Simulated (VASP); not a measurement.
# Si16B (a cell with a defect) in VASP: single point with PBE+D3(BJ)

Aim: the single point of Si16B (a cell with a defect) with PBE+D3(BJ).

All numbers are computed with VASP 6.6.1; they aren't measurements. Logs are shortened: lines on timing, memory, paths and dates and some standing lists are left out, and cuts for length are marked.

### Step 1. The cell of the first run

The cell holds a defect, 17 atoms: a = 7.679 Å, b = 7.679 Å, c = 7.679 Å, α = 60.00°, β = 60.00°, γ = 60.00°.

### Step 2. Single point, PBE+D3(BJ), collinear spin, ferromagnetic start

INCAR reads:

```
PREC = Accurate
ENCUT = 520
EDIFF = 1E-6
ISMEAR = -1
SIGMA = 0.02
LREAL = Auto
LASPH = T
NELM = 150
ALGO = Normal
ISIF = 2
LWAVE = F
LCHARG = F
ISPIN = 2
MAGMOM = 0 0 0 0 0 0 0 0 0 0 0 0 0 0 0 0 1
LORBIT = 11
GGA = PE
IVDW = 12
NBANDS = 52
```

KPOINTS reads:

```
regular mesh
0
Gamma
  2 2 2
```

POSCAR reads:

```
Si16B
1.0
    0.0000000000      5.4300000000      5.4300000000
    5.4300000000      0.0000000000      5.4300000000
    5.4300000000      5.4300000000      0.0000000000
Si B
16 1
Direct
   -0.0012998607      0.0012581975      0.0016884194
    0.1263994328      0.1244657454      0.1236046608
   -0.0017646145      0.0030959093      0.4957255340
    0.1284711801      0.1168131997      0.6262081554
   -0.0017502792      0.4970240244      0.0026248614
    0.1266836114      0.6247465805      0.1224574769
   -0.0043034603      0.5003580434      0.5070109661
    0.1286525660      0.6292198223      0.6282448667
    0.5025618260     -0.0006676656     -0.0032283646
    0.6259182025      0.1246003358      0.1242183771
    0.5028671630      0.0027922671      0.4962354558
    0.6263208500      0.1263912829      0.6210024623
    0.5024828445      0.4969942768      0.0027404150
    0.6258112714      0.6234015307      0.1253106278
    0.5024812906      0.4981076333      0.4971501493
    0.6130515947      0.6292884353      0.6288977152
    0.2356630819      0.7538810813      0.7671643214
```

Potentials or basis: VASP PAW PBE potentials, release 64 (Si, B).

Launch:

```
> cat potpaw_PBE.64/Si/POTCAR potpaw_PBE.64/B/POTCAR > POTCAR
> mpirun -np 1 vasp_std > vasp.out
```

OUTCAR:

```text
PREC = Accurate
   ENCUT = 520
   EDIFF = 1E-6
   ISMEAR = -1
   LREAL = Auto
   LASPH = T
   NELM = 150
   ISIF = 2
   ISPIN = 2
   LORBIT = 11
   GGA = PE
   IVDW = 12
 IVDW          = 12

 ion  position               nearest neighbor table
   1  0.999  0.001  0.002-  10 2.34   2 2.34   4 2.36   6 2.36  17 2.62
   2  0.126  0.124  0.124-   3 2.33   5 2.34   1 2.34   9 2.36
   3  0.998  0.003  0.496-  12 2.33   2 2.33   8 2.35   4 2.35
   4  0.128  0.117  0.626-  17 2.28  11 2.35   3 2.35   1 2.36   7 2.41
   5  0.998  0.497  0.003-  14 2.34   2 2.34   8 2.35   6 2.36
   6  0.127  0.625  0.122-  17 2.23  13 2.36   5 2.36   1 2.36   7 2.41
   7  0.996  0.500  0.507-  16 2.40   8 2.40   4 2.41   6 2.41
   8  0.129  0.629  0.628-  17 2.33  15 2.35   3 2.35   5 2.35   7 2.40
   9  0.503  0.999  0.997-  12 2.36  14 2.36  10 2.36   2 2.36
  10  0.626  0.125  0.124-  11 2.33  13 2.34   1 2.34   9 2.36
  11  0.503  0.003  0.496-  12 2.33  10 2.33  16 2.34   4 2.35
  12  0.626  0.126  0.621-  15 2.33  11 2.33   3 2.33   9 2.36
  13  0.502  0.497  0.003-  14 2.33  10 2.34  16 2.35   6 2.36
  14  0.626  0.623  0.125-  15 2.33  13 2.33   5 2.34   9 2.36
  15  0.502  0.498  0.497-  12 2.33  14 2.33  16 2.34   8 2.35
  16  0.613  0.629  0.629-  15 2.34  11 2.34  13 2.35  17 2.37   7 2.40
  17  0.236  0.754  0.767-   6 2.23   4 2.28   8 2.33  16 2.37   1 2.62

  LATTYP: Found a face centered cubic cell.
 ALAT       =    10.8600000000

  Lattice vectors:

 A1 = (   0.0000000000,   5.4300000000,   5.4300000000)
 A2 = (   5.4300000000,   0.0000000000,   5.4300000000)
 A3 = (   5.4300000000,   5.4300000000,   0.0000000000)

Analysis of symmetry for initial positions (statically):
=====================================================================
 Subroutine PRICEL returns:
 Original cell was already a primitive cell.

 Routine SETGRP: Setting up the symmetry group for a
 face centered cubic supercell.

 Subroutine GETGRP returns: Found  1 space group operations
 (whereof  1 operations were pure point group operations)
 out of a pool of 48 trial point group operations.

The static configuration has the point symmetry C_1 .

Analysis of symmetry for dynamics (positions and initial velocities):
=====================================================================
 Subroutine PRICEL returns:
 Original cell was already a primitive cell.

 Routine SETGRP: Setting up the symmetry group for a
 face centered cubic supercell.

 Subroutine GETGRP returns: Found  1 space group operations
 (whereof  1 operations were pure point group operations)
 out of a pool of 48 trial point group operations.

The dynamic configuration has the point symmetry C_1 .

Analysis of structural, dynamic, and magnetic symmetry:
=====================================================================
 Subroutine PRICEL returns:
 Original cell was already a primitive cell.

 Routine SETGRP: Setting up the symmetry group for a
 face centered cubic supercell.

 Subroutine GETGRP returns: Found  1 space group operations
 (whereof  1 operations were pure point group operations)
 out of a pool of 48 trial point group operations.

The overall configuration has the point symmetry C_1 .

 Subroutine INISYM returns: Found  1 space group operations
 (whereof  1 operations are pure point group operations),
 and found     1 'primitive' translations

----------------------------------------------------------------------------------------

                                     Primitive cell

  volume of cell :     320.2060

  direct lattice vectors                    reciprocal lattice vectors
     0.000000000  5.430000000  5.430000000    -0.092081031  0.092081031  0.092081031
     5.430000000  0.000000000  5.430000000     0.092081031 -0.092081031  0.092081031
     5.430000000  5.430000000  0.000000000     0.092081031  0.092081031 -0.092081031

  length of vectors
     7.679179644  7.679179644  7.679179644     0.159489025  0.159489025  0.159489025

  position of ions in fractional coordinates (direct lattice)
     0.998700139  0.001258198  0.001688419
     0.126399433  0.124465745  0.123604661
     0.998235386  0.003095909  0.495725534
     0.128471180  0.116813200  0.626208155
     0.998249721  0.497024024  0.002624861
[... 74 lines left out ...]
   ions per type =              16   1
   NGX,Y,Z   is equivalent  to a cutoff of  12.99, 12.99, 12.99 a.u.
   NGXF,Y,Z  is equivalent  to a cutoff of  25.98, 25.98, 25.98 a.u.
 SYSTEM =  unknown system
   PREC   = accura    normal or accurate (medium, high low for compatibility)
   ISTART =      0    job   : 0-new  1-cont  2-samecut
   ICHARG =      2    charge: 1-file 2-atom 10-const
   ISPIN  =      2    spin polarized calculation?
   LNONCOLLINEAR =      F non collinear calculations
   LSORBIT =      F    spin-orbit coupling
   LASPH  =      T    aspherical Exc in radial PAW
   ENCUT  =  520.0 eV  38.22 Ry    6.18 a.u.  14.28 14.28 14.28*2*pi/ulx,y,z
   NELM   =    150;   NELMIN=  2; NELMDL= -5     # of ELM steps
   EDIFF  = 0.1E-05   stopping-criterion for ELM
   LREAL  =      T    real-space projection
   EDIFFG = 0.1E-04   stopping-criterion for IOM
   NSW    =      0    number of steps for IOM
   IBRION =     -1    ionic relax: 0-MD 1-quasi-New 2-CG
   NFREE  =      0    steps in history (QN), initial steepest desc. (CG)
   ISIF   =      2    stress and relaxation
   ISYM   =      2    0-nonsym 1-usesym 2-fastsym
   POTIM  = 0.5000    time-step for ionic-motion
   TEBEG  =    0.0;   TEEND  =   0.0 temperature during run
   PSTRESS=    0.0 pullay stress
   NELECT =      67.0000    total number of electrons
   NUPDOWN=      -1.0000    fix difference up-down
   EMIN   =  10.00;   EMAX   =-10.00  energy-range for DOS
   EFERMI =   0.00;   METHOD = LEGACY
   ISMEAR =    -1;   SIGMA  =   0.02  broadening in eV -4-tet -1-fermi 0-gaus
   EFERMI_NEDOS =   21; number of points for ismear=-14 and -15
   IALGO  =     38    algorithm
   IMIX   =      4    mixing-type and parameters
     AMIX     =   0.40;   BMIX     =  1.00
     AMIX_MAG =   1.60;   BMIX_MAG =  1.00
  volume/ion in A,a.u.               =      18.84       127.11
  Fermi-wavevector in a.u.,A,eV,Ry     =   0.971904  1.836632 12.852022  0.944597
  Thomas-Fermi vector in A             =   2.102159
   LORBIT       =     11    0 simple, 1 ext, 2 COOP (PROOUT), +10 PAW based schemes
   GGA     = PE    functional components
   LHFCALC =     F    Hartree Fock is set to
   AEXX    =    0.0000 exact exchange contribution
   IVDW    =    12    specifies the selected vdW correction
   LEPSILON=     F    determine dielectric tensor
   LRPA    =     F    only Hartree local field effects (RPA)
 spin polarized calculation
  energy-cutoff  :      520.00
  volume of cell :      320.21
 maximum number of plane-waves:      8646
 NGX is ok and might be reduce to    60
   NGX = 29   NGY = 29   NGZ = 29

 number of electron      67.0000000 magnetization      -0.0003048

 number of electron      67.0000000 magnetization       0.0000096

 Free energy of the ion-electron system (eV)
  ---------------------------------------------------
  ext. energy  EPLUGINS =         0.00000000
  ---------------------------------------------------
  free energy    TOTEN  =       -88.61913048 eV

  energy without entropy =      -88.61822169  energy(sigma->0) =      -88.61867609

 E-fermi :   6.3548     XC(G=0):  -9.5687

 val. band max:        6.2704093124   @ k =   0.5000   0.0000   0.0000
 cond. band min:       6.4362294542   @ k =   0.0000   0.0000   0.0000
 fundamental gap:      0.1658201418
 Fermi energy:         6.3548154217

 spin component 1

 k-point     1 :       0.0000    0.0000    0.0000
  band No.  band energies     occupation
      1      -6.2761      1.00000
      2      -3.9204      1.00000
      3      -3.8292      1.00000
      4      -3.7989      1.00000
      5      -3.7618      1.00000
      6      -2.4389      1.00000
[... 373 lines left out ...]
     44      10.0217      0.00000
     45      10.1903      0.00000
 Fermi energy:         6.3548154217

 spin component 2

 k-point     1 :       0.0000    0.0000    0.0000
  band No.  band energies     occupation
      1      -6.2761      1.00000
      2      -3.9204      1.00000
      3      -3.8292      1.00000
      4      -3.7989      1.00000
      5      -3.7618      1.00000
      6      -2.4389      1.00000
[... 373 lines left out ...]
     44      10.0217      0.00000
     45      10.1903      0.00000
 [bands above 45 left out]

------------------------ aborting loop because EDIFF is reached ----------------------------------------

 Edisp (eV)   -5.33984

 E8    (eV) :    -2.1984

  FORCE on cell =-STRESS in cart. coord.  units (eV):
  Direction    XX          YY          ZZ          XY          YZ          ZX
  --------------------------------------------------------------------------------------
  -------------------------------------------------------------------------------------
  Total       0.90501     0.96779     0.95133     0.09103    -0.15628    -0.05858
  in kB       4.52827     4.84244     4.76005     0.45549    -0.78198    -0.29309
  external pressure =        4.71 kB  Pullay stress =        0.00 kB

 VOLUME and BASIS-vectors are now :
 -----------------------------------------------------------------------------
  energy-cutoff  :      520.00
  volume of cell :      320.21
      direct lattice vectors                 reciprocal lattice vectors
     0.000000000  5.430000000  5.430000000    -0.092081031  0.092081031  0.092081031
     5.430000000  0.000000000  5.430000000     0.092081031 -0.092081031  0.092081031
     5.430000000  5.430000000  0.000000000     0.092081031  0.092081031 -0.092081031

 POSITION                                       TOTAL-FORCE (eV/Angst)
 -----------------------------------------------------------------------------------
      0.01600      5.43211      5.42977        -0.006771      0.001709     -0.004101
      1.34702      1.35752      1.36220         0.007716     -0.017088     -0.005155
      2.70860      8.11221      5.43723        -0.016040      0.007969      0.003401
      4.03461      4.09791      1.33189         0.008466      0.001861      0.003429
      2.71309      5.43475      8.11934        -0.003643     -0.000422      0.008924
      4.05732      1.35284      4.08027         0.011035      0.016781     -0.013120
[... 9 lines left out ...]
      6.83195      6.74378      6.74591         0.005485      0.000759     -0.010115
      8.25928      5.44535      5.37322        -0.014238     -0.003509      0.006163
 -----------------------------------------------------------------------------------
    total drift:                                0.006300     -0.005084     -0.004866

  FREE ENERGIE OF THE ION-ELECTRON SYSTEM (eV)
  ---------------------------------------------------
  free  energy   TOTEN  =       -93.9589691223 eV

  energy  without entropy=      -93.9580603320  energy(sigma->0) =      -93.95851473

 total charge

# of ion       s       p       d       tot
------------------------------------------
    1        0.758   0.925   0.000   1.683
    2        0.743   0.954   0.000   1.697
    3        0.757   0.935   0.000   1.692
    4        0.738   0.945   0.000   1.683
    5        0.757   0.929   0.000   1.686
    6        0.739   0.944   0.000   1.683
[... 9 lines left out ...]
   16        0.738   0.943   0.000   1.682
   17        0.823   0.768   0.000   1.591
--------------------------------------------------
tot         12.805  15.814   0.000  28.620

 magnetization (x)

# of ion       s       p       d       tot
------------------------------------------
    1        0.000   0.000   0.000   0.000
    2        0.000   0.000   0.000   0.000
    3       -0.000  -0.000   0.000  -0.000
    4       -0.000  -0.000   0.000  -0.000
    5       -0.000  -0.000   0.000  -0.000
    6       -0.000   0.000   0.000  -0.000
[... 9 lines left out ...]
   16       -0.000  -0.000   0.000  -0.000
   17       -0.000  -0.000   0.000  -0.000
--------------------------------------------------
tot         -0.000  -0.000   0.000  -0.000
```

Run time: 12 min. Hardware: 1 thread of Oxide Virtual Turin-like, shared host; peak memory 0.67 GiB.

What came out:

```yaml
Free_energy: -93.9590 eV
Pressure: 0.5 GPa
Largest_force: 0.024 eV/Å
Net_moment: 0.00 μB per cell
Valence_electrons_inside_the_program's_atomic_spheres: Si 1.68, 1.70, 1.69, 1.67; B 1.59
Dispersion_energy_per_atom: -0.314 eV
```

Forces in eV/Å, atoms in the order of the input:
```
Si  -0.007  0.002 -0.004
Si   0.008 -0.017 -0.005
Si  -0.016  0.008  0.003
Si   0.008  0.002  0.003
Si  -0.004  0.000  0.009
Si   0.011  0.017 -0.013
Si   0.009 -0.012  0.001
Si  -0.001  0.008 -0.003
Si   0.013  0.012 -0.008
Si   0.014  0.005  0.015
Si  -0.021  0.002 -0.011
Si  -0.003 -0.018  0.012
Si  -0.009 -0.012  0.004
Si  -0.010  0.009 -0.013
Si   0.018 -0.002  0.013
Si   0.005  0.001 -0.010
B   -0.014 -0.004  0.006
```

Stress tensor (GPa, compression positive):
```
 0.45  0.05 -0.03
 0.05  0.48 -0.08
-0.03 -0.08  0.48
```

Levels at points of the mesh, in eV from the Fermi level:
Spin up:
```tsv
k point	band 31	band 32	band 33	band 34	band 35	band 36
(0.00, 0.00, 0.00)	-0.40	-0.38	-0.38	0.08	0.17	0.24
(0.50, 0.00, 0.00)	-1.21	-1.09	-1.07	-0.08	0.98	1.10
(0.00, 0.50, 0.00)	-1.22	-1.08	-1.05	-0.17	0.92	1.09
(0.00, 0.00, 0.50)	-1.23	-1.07	-1.05	-0.22	0.94	1.04
(0.50, 0.50, 0.50)	-1.21	-1.09	-1.06	-0.12	0.94	1.11
(0.50, 0.50, 0.00)	-1.72	-1.64	-0.67	0.30	0.99	1.19
(0.00, 0.50, 0.50)	-1.71	-1.64	-0.68	0.31	1.04	1.16
(0.50, 0.00, 0.50)	-1.73	-1.64	-0.67	0.29	0.98	1.18
```
Spin down:
```tsv
k point	band 31	band 32	band 33	band 34	band 35	band 36
(0.00, 0.00, 0.00)	-0.40	-0.38	-0.38	0.08	0.17	0.24
(0.50, 0.00, 0.00)	-1.21	-1.09	-1.07	-0.08	0.98	1.10
(0.00, 0.50, 0.00)	-1.22	-1.08	-1.05	-0.17	0.92	1.09
(0.00, 0.00, 0.50)	-1.23	-1.07	-1.05	-0.22	0.94	1.04
(0.50, 0.50, 0.50)	-1.21	-1.09	-1.06	-0.12	0.94	1.11
(0.50, 0.50, 0.00)	-1.72	-1.64	-0.67	0.30	0.99	1.19
(0.00, 0.50, 0.50)	-1.71	-1.64	-0.68	0.31	1.04	1.16
(0.50, 0.00, 0.50)	-1.73	-1.64	-0.67	0.29	0.98	1.18
```

Caveat: the k points lie up to 0.50 Å⁻¹ apart.
